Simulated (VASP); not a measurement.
Write the native input for VASP 6.6.1 that does the following.

* Task: single point
* Functional: PBE
* Potentials or basis: VASP PAW PBE potentials, release 64 (Be, S)
* Cutoff: 520 eV
* k mesh: 10 × 10 × 10
* Occupations: fermi-dirac, width 0.02 eV
* Spin: no spin polarisation
* Dipole correction: no
* Further INCAR settings: ALGO = Normal; EDIFF = 1e-07; NBANDS = 11

The structure of BeS lies in POSCAR:

```
BeS
1.0
    0.0000000000      2.3146113634      2.3146113634
    2.3146113634      0.0000000000      2.3146113634
    2.3146113634      2.3146113634      0.0000000000
Be S
1 1
Direct
    0.0000000000      0.0000000000      0.0000000000
    0.5000000000      0.5000000000      0.5000000000
```

These files were run (other wordings do the same):

INCAR

```
PREC = Accurate ; ENCUT = 520
EDIFF = 1E-7 ; ISMEAR = -1
SIGMA = 0.02 ; LREAL = F
LASPH = T ; NELM = 60
ALGO = Normal ; ISIF = 2
LWAVE = F ; LCHARG = F
GGA = PE ; NBANDS = 11
```

KPOINTS

```
Automatic mesh
0
Gamma
  10 10 10
```

Potentials or basis: VASP PAW PBE potentials, release 64 (Be, S).

The run is started by

```sh
$ cat potpaw_PBE.64/Be/POTCAR potpaw_PBE.64/S/POTCAR > POTCAR
$ mpirun -np 1 vasp_std > vasp.out
```

It gave:

| Property | Result |
| --- | --- |
| Pressure | -0.1 GPa |
| Band gap on the k mesh | 1.03 eV, indirect (least direct gap 4.17 eV) |

It took 19 s on 1 thread of AMD EPYC 7571, with other jobs on the host, peak memory 0.11 GiB.
